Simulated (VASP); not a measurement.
**Pd: relaxation of cell and atoms with PBEsol**

Pd:

```
Pd
1.0
     0.00000    1.94500    1.94500
     1.94500    0.00000    1.94500
     1.94500    1.94500    0.00000
Pd
1
Direct
  0.00000 0.00000 0.00000
```

```yaml
Program: VASP 6.6.1
Task: relaxation of cell and atoms
Functional: PBEsol
Potentials_or_basis: VASP PAW PBE potentials, release 64 (Pd)
Cutoff: 500 eV
k_mesh: 10 × 10 × 10
Occupations: gaussian, width 0.1 eV
Spin: no spin polarisation
Target_pressure: 5 GPa
Dipole_correction: no
Further_INCAR_settings: ALGO = Normal; EDIFF = 1e-07; IBRION = 2; EDIFFG = -0.01; NSW = 80; ISIF = 3
```

The relaxed volume is 14.19 Å³/atom and the relaxed cell is a = 2.717 Å, b = 2.717 Å, c = 2.717 Å, α = 60.00°, β = 60.00°, γ = 60.00°. The space group after relaxing (to 0.1 Å) is Fm-3m (No. 225), the energy change on relaxing (the run minimises the enthalpy) is +3.3 meV/atom and the ionic steps are 4. The pressure after relaxing is 5.0 GPa and the band gap on the k mesh is zero (bands 5 and 6 overlap by 1.68 eV).

The path:
| step | energy change (eV) | largest force (eV/Å) | pressure (GPa) | volume (Å³) |
| --- | --- | --- | --- | --- |
| 1 | 0.0000 | 0.0000 | -2.66 | 14.72 |
| 2 | 0.0819 | 0.0000 | 23.59 | 13.27 |
| 3 | 0.0030 | 0.0000 | 4.83 | 14.20 |
| 4 | 0.0033 | 0.0000 | 5.00 | 14.19 |

Final structure:
```
Pd
1.0
     0.00000    1.92154    1.92154
     1.92154    0.00000    1.92154
     1.92154    1.92154    0.00000
Pd
1
Direct
  0.00000 0.00000 0.00000
```

Levels at points of the mesh, in eV from the Fermi level:
```
           k point  band 1  band 2  band 3  band 4  band 5  band 6  band 7  band 8  band 9
(0.00, 0.00, 0.00)   -7.57   -3.05   -3.05   -3.05   -1.32   -1.32   17.11   22.10   22.10
(0.50, 0.00, 0.00)   -5.68   -3.10   -3.10   -0.03   -0.03    0.81    7.56   16.48   21.36
(0.50, 0.50, 0.00)   -5.79   -5.48   -0.05    0.31    0.31    3.22   11.10   13.30   13.30
```

Run time: 8 s on 1 thread of Intel(R) Xeon(R) 6975P-C (Granite Rapids), on a shared host, peak memory 0.13 GiB.

Caveat: the cell is relaxed towards a set pressure, so the run minimises the enthalpy, not the energy; the PAW data sets were made with another functional, which shifts forces and pressure a little.
